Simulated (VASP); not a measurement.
# Be2Se3 (P1) in VASP: further runs, part 2 of 2

VASP 6.6.1. Earlier steps stand in the parts before.

## Step 3: Relaxation of cell and atoms, PBE

This run uses another cell than the first one, of 20.94 Å³/atom.

INCAR reads:

```
ALGO     = Normal         # electronic algorithm
EDIFF    = 1E-6           # SCF threshold, eV
EDIFFG   = -0.01          # ionic threshold
ENCUT    = 600            # plane-wave cutoff, eV
GGA      = PE             # functional
IBRION   = 2              # ionic algorithm
ISIF     = 3              # what is computed and relaxed
ISMEAR   = 0              # smearing method
LASPH    = T              # aspherical terms in the spheres
LCHARG   = F              # write CHGCAR
LREAL    = F              # projectors in reciprocal space
LWAVE    = F              # write WAVECAR
NELM     = 100            # most SCF steps
NSW      = 100            # ionic steps
PREC     = Accurate       # precision mode
SIGMA    = 0.02           # smearing width, eV
```

KPOINTS reads:

```
k-points
0
Gamma
  8 8 2
```

POSCAR reads:

```
Be2Se3
1.0
    3.7087141133      0.0000000000      0.0000000000
    1.8530950047      3.2889309789      0.0000000000
    0.2543099714      1.1505820063     17.1664257759
Be Se
4 6
Direct
    0.6451921672      0.9238343213      0.6448265081
    0.4309442604      0.9301819955      0.1450775712
    0.2447524276      0.2784652931      0.8550783673
    0.4770494004      0.2719859587      0.3551000813
    0.9607281247      0.2831918147      0.6066655550
    0.7613762679      0.2901382006      0.1062280698
    0.5898269054      0.5883707121      0.8937698245
    0.8167111129      0.5824420389      0.3933200546
    0.2858425921      0.9469189078      0.7504797666
    0.7669331211      0.9457579975      0.2494542018
```

Potentials or basis: VASP PAW PBE potentials, release 64 (Be, Se).

Started as:

```
> cat potpaw_PBE.64/Be/POTCAR potpaw_PBE.64/Se/POTCAR > POTCAR
> mpirun -np 1 vasp_std > vasp.out
```

OUTCAR:

```text
EDIFF = 1E-6
   EDIFFG = -0.01
   ENCUT = 600
   GGA = PE
   IBRION = 2
   ISIF = 3
   ISMEAR = 0
   LASPH = T
   LREAL = F
   NELM = 100
   NSW = 100
   PREC = Accurate

 ion  position               nearest neighbor table
   1  0.645  0.924  0.645-   9 2.22   5 2.25   5 2.25   5 2.30
   2  0.431  0.930  0.145-  10 2.22   6 2.25   6 2.25   6 2.30
   3  0.245  0.278  0.855-   9 2.22   7 2.23   7 2.25   7 2.32
   4  0.477  0.272  0.355-  10 2.22   8 2.23   8 2.24   8 2.32
   5  0.961  0.283  0.607-   1 2.25   1 2.25   1 2.30   9 2.71
   6  0.761  0.290  0.106-   2 2.25   2 2.25   2 2.30  10 2.71
   7  0.590  0.588  0.894-   3 2.23   3 2.25   3 2.32   9 2.71
   8  0.817  0.582  0.393-   4 2.23   4 2.24   4 2.32  10 2.71
   9  0.286  0.947  0.750-   1 2.22   3 2.22   7 2.71   5 2.71
  10  0.767  0.946  0.249-   4 2.22   2 2.22   6 2.71   8 2.71

  LATTYP: Found a triclinic cell.
 ALAT       =     6.4614849415
 B/A-ratio  =     0.5739724145
 C/A-ratio  =     2.9138189388
 COS(alpha) =     0.0133732342
 COS(beta)  =     0.2204502255
 COS(gamma) =     0.8607633026

  Lattice vectors:

 A1 = (  -5.5618091180,  -3.2889309789,   0.0000000000)
 A2 = (  -3.7087141133,   0.0000000000,   0.0000000000)
 A3 = (  -0.2517858675,  -7.7284439641, -17.1664257759)

Analysis of symmetry for initial positions (statically):
=====================================================================
 Subroutine PRICEL returns:
 Original cell was already a primitive cell.

 Routine SETGRP: Setting up the symmetry group for a
 triclinic supercell.

 Subroutine GETGRP returns: Found  1 space group operations
 (whereof  1 operations were pure point group operations)
 out of a pool of  2 trial point group operations.

The static configuration has the point symmetry C_1 .

Analysis of symmetry for dynamics (positions and initial velocities):
=====================================================================
 Subroutine PRICEL returns:
 Original cell was already a primitive cell.

 Routine SETGRP: Setting up the symmetry group for a
 triclinic supercell.

 Subroutine GETGRP returns: Found  1 space group operations
 (whereof  1 operations were pure point group operations)
 out of a pool of  2 trial point group operations.

The dynamic configuration has the point symmetry C_1 .

 Subroutine INISYM returns: Found  1 space group operations
 (whereof  1 operations are pure point group operations),
 and found     1 'primitive' translations

----------------------------------------------------------------------------------------

                                     Primitive cell

  volume of cell :     209.3910

  direct lattice vectors                    reciprocal lattice vectors
     3.708714113  0.000000000  0.000000000     0.269635235 -0.151921615  0.006188088
     1.853095005  3.288930979  0.000000000     0.000000000  0.304050163 -0.020379003
     0.254309971  1.150582006 17.166425776     0.000000000  0.000000000  0.058253245

  length of vectors
     3.708714113  3.775053388 17.206820928     0.309550689  0.304732350  0.058253245

  position of ions in fractional coordinates (direct lattice)
[... 74 lines left out ...]
  0.125000  0.375000  0.000000      2.000000
  0.250000  0.375000  0.000000      2.000000
 [... further k-points ...]
   k-points           NKPTS =     68   k-points in BZ     NKDIM =     68   number of bands    NBANDS=     28
   number of dos      NEDOS =    301   number of ions     NIONS =     10
   total plane-waves  NPLWV = 126000
   dimension x,y,z NGX =    30 NGY =   30 NGZ =  140
   dimension x,y,z NGXF=    60 NGYF=   60 NGZF=  280
   ions per type =               4   6
   NGX,Y,Z   is equivalent  to a cutoff of  13.45, 13.21, 13.53 a.u.
   NGXF,Y,Z  is equivalent  to a cutoff of  26.90, 26.42, 27.05 a.u.
 SYSTEM =  unknown system
   PREC   = accura    normal or accurate (medium, high low for compatibility)
   ISTART =      0    job   : 0-new  1-cont  2-samecut
   ICHARG =      2    charge: 1-file 2-atom 10-const
   ISPIN  =      1    spin polarized calculation?
   LNONCOLLINEAR =      F non collinear calculations
   LSORBIT =      F    spin-orbit coupling
   LASPH  =      T    aspherical Exc in radial PAW
   ENCUT  =  600.0 eV  44.10 Ry    6.64 a.u.   7.41  7.54 34.37*2*pi/ulx,y,z
   NELM   =    100;   NELMIN=  2; NELMDL= -5     # of ELM steps
   EDIFF  = 0.1E-05   stopping-criterion for ELM
   LREAL  =      F    real-space projection
   EDIFFG = -.1E-01   stopping-criterion for IOM
   NSW    =    100    number of steps for IOM
   IBRION =      2    ionic relax: 0-MD 1-quasi-New 2-CG
   NFREE  =      1    steps in history (QN), initial steepest desc. (CG)
   ISIF   =      3    stress and relaxation
   ISYM   =      2    0-nonsym 1-usesym 2-fastsym
   POTIM  = 0.5000    time-step for ionic-motion
   TEBEG  =    0.0;   TEEND  =   0.0 temperature during run
   PSTRESS=    0.0 pullay stress
   NELECT =      44.0000    total number of electrons
   NUPDOWN=      -1.0000    fix difference up-down
   EMIN   =  10.00;   EMAX   =-10.00  energy-range for DOS
   EFERMI =   0.00;   METHOD = LEGACY
   ISMEAR =     0;   SIGMA  =   0.02  broadening in eV -4-tet -1-fermi 0-gaus
   EFERMI_NEDOS =   21; number of points for ismear=-14 and -15
   IALGO  =     38    algorithm
   IMIX   =      4    mixing-type and parameters
     AMIX     =   0.40;   BMIX     =  1.00
     AMIX_MAG =   1.60;   BMIX_MAG =  1.00
  volume/ion in A,a.u.               =      20.94       141.30
  Fermi-wavevector in a.u.,A,eV,Ry     =   0.973284  1.839241 12.888559  0.947282
  Thomas-Fermi vector in A             =   2.103651
   LORBIT       =      0    0 simple, 1 ext, 2 COOP (PROOUT), +10 PAW based schemes
   GGA     = PE    functional components
   LHFCALC =     F    Hartree Fock is set to
   AEXX    =    0.0000 exact exchange contribution
   IVDW    =     0    specifies the selected vdW correction
   LEPSILON=     F    determine dielectric tensor
   LRPA    =     F    only Hartree local field effects (RPA)
 conjugate gradient relaxation of ions
 non-spin polarized calculation
 Gauss-broadening in eV      SIGMA  =   0.02
  energy-cutoff  :      600.00
  volume of cell :      209.39
 maximum number of plane-waves:      7026
 NGX is ok and might be reduce to    30
   NGX = 15   NGY = 15   NGZ = 69

--------------------------------------- Ionic step        1  -------------------------------------------

 number of electron      44.0000000 magnetization

 Free energy of the ion-electron system (eV)
  ---------------------------------------------------
  ext. energy  EPLUGINS =         0.00000000
  ---------------------------------------------------
  free energy    TOTEN  =       -40.33612011 eV

  energy without entropy =      -40.33612011  energy(sigma->0) =      -40.33612011

------------------------ aborting loop because EDIFF is reached ----------------------------------------

  FORCE on cell =-STRESS in cart. coord.  units (eV):
  Direction    XX          YY          ZZ          XY          YZ          ZX
  --------------------------------------------------------------------------------------
  -------------------------------------------------------------------------------------
  Total        0.2515819      0.0698541      0.1733293      0.0053668      0.0375055     -0.0321284
  in kB        1.9250058      0.5344959      1.3262472      0.0410649      0.2869775     -0.2458342
  external PRESSURE =       1.2619163 kB  Pullay stress =       0.0000000 kB
[... 295 lines left out ...]
--------------------------------------- Ionic step        8  -------------------------------------------

 number of electron      44.0000000 magnetization

 Free energy of the ion-electron system (eV)
  ---------------------------------------------------
  ext. energy  EPLUGINS =         0.00000000
  ---------------------------------------------------
  free energy    TOTEN  =       -40.33687331 eV

  energy without entropy =      -40.33687331  energy(sigma->0) =      -40.33687331

 E-fermi :   2.6486     XC(G=0):  -8.7749

 val. band max:        2.5601692278   @ k =   0.0000   0.0000   0.0000
 cond. band min:       3.5876936545   @ k =   0.0000   0.5000   0.0000
 fundamental gap:      1.0275244267
 Fermi energy:         2.6485932377

 k-point     1 :       0.0000    0.0000    0.0000
  band No.  band energies     occupation
      1     -11.8554      2.00000
      2     -11.8110      2.00000
      3     -10.9194      2.00000
      4     -10.7919      2.00000
      5      -9.3638      2.00000
      6      -9.2333      2.00000
[... 733 lines left out ...]
     27       6.9150      0.00000
     28       7.0915      0.00000

 [... further k-points ...]

------------------------ aborting loop because EDIFF is reached ----------------------------------------

  FORCE on cell =-STRESS in cart. coord.  units (eV):
  Direction    XX          YY          ZZ          XY          YZ          ZX
  --------------------------------------------------------------------------------------
  -------------------------------------------------------------------------------------
  Total       -0.0054488      0.0091118     -0.0034197      0.0005448     -0.0137189     -0.0066258
  in kB       -0.0416390      0.0696320     -0.0261330      0.0041637     -0.1048390     -0.0506339
  external PRESSURE =       0.0006200 kB  Pullay stress =       0.0000000 kB
[... 25 lines left out ...]
  FREE ENERGIE OF THE ION-ELECTRON SYSTEM (eV)
  ---------------------------------------------------
  free  energy   TOTEN  =       -40.3368733069 eV

  energy  without entropy=      -40.3368733069  energy(sigma->0) =      -40.33687331

 reached required accuracy - stopping structural energy minimisation
```

Wall time 30 min (1 thread of Oxide Virtual Turin-like, shared host); peak memory 0.6 GiB.

What came out:

```
Free energy                           : -40.3369 eV
Relaxed volume                        : 20.97 Å³/atom
Relaxed cell                          : a = 3.713 Å, b = 3.774 Å, c = 17.224 Å, α = 86.25°, β = 89.27°, γ = 60.55°
Space group after relaxing (to 0.1 Å) : P1 (No. 1)
Energy gained by relaxing             : 0.1 meV/atom
Ionic steps                           : 8
Pressure after relaxing               : 0.0 GPa
Largest force after relaxing          : 0.010 eV/Å
Band gap on the k mesh                : 1.03 eV (least direct gap 1.41 eV)
```

Forces in eV/Å, atoms in the order of the input:
```
Be   0.004 -0.002 -0.002
Be  -0.005 -0.005 -0.002
Be   0.000 -0.004  0.001
Be   0.001  0.001  0.000
Se   0.004 -0.001  0.007
Se  -0.003 -0.003  0.007
Se  -0.001  0.007 -0.006
Se   0.002  0.007 -0.007
Se  -0.002  0.001 -0.001
Se   0.000  0.000  0.002
```

Step by step:
| step | energy change (eV) | largest force (eV/Å) | pressure (GPa) | volume (Å³) |
| --- | --- | --- | --- | --- |
| 1 | 0.0000 | 0.0283 | 0.13 | 209.39 |
| 2 | -0.0003 | 0.0226 | -0.04 | 209.89 |
| 3 | -0.0003 | 0.0225 | -0.04 | 209.90 |
| 4 | -0.0005 | 0.0187 | -0.03 | 209.83 |
| 5 | -0.0006 | 0.0126 | 0.00 | 209.71 |
| 6 | -0.0007 | 0.0105 | 0.01 | 209.65 |
| 7 | -0.0007 | 0.0145 | 0.02 | 209.60 |
| 8 | -0.0008 | 0.0096 | 0.00 | 209.66 |

Final structure:
```cif
data_structure
_symmetry_space_group_name_H-M 'P 1'
_symmetry_Int_Tables_number 1
_cell_length_a 3.7126
_cell_length_b 3.7741
_cell_length_c 17.2239
_cell_angle_alpha 86.252
_cell_angle_beta 89.265
_cell_angle_gamma 60.551
_cell_volume 209.66
loop_
_atom_site_label
_atom_site_type_symbol
_atom_site_fract_x
_atom_site_fract_y
_atom_site_fract_z
_atom_site_occupancy
Be1 Be 0.64691 0.92325 0.64518 1
Be2 Be 0.43029 0.92927 0.14530 1
Be3 Be 0.24301 0.28071 0.85467 1
Be4 Be 0.47596 0.27397 0.35479 1
Se1 Se 0.96150 0.28282 0.60660 1
Se2 Se 0.76076 0.28952 0.10618 1
Se3 Se 0.58973 0.58842 0.89385 1
Se4 Se 0.81656 0.58295 0.39341 1
Se5 Se 0.28600 0.94564 0.75051 1
Se6 Se 0.76864 0.94473 0.24951 1
```

A k mesh can miss the band edges.
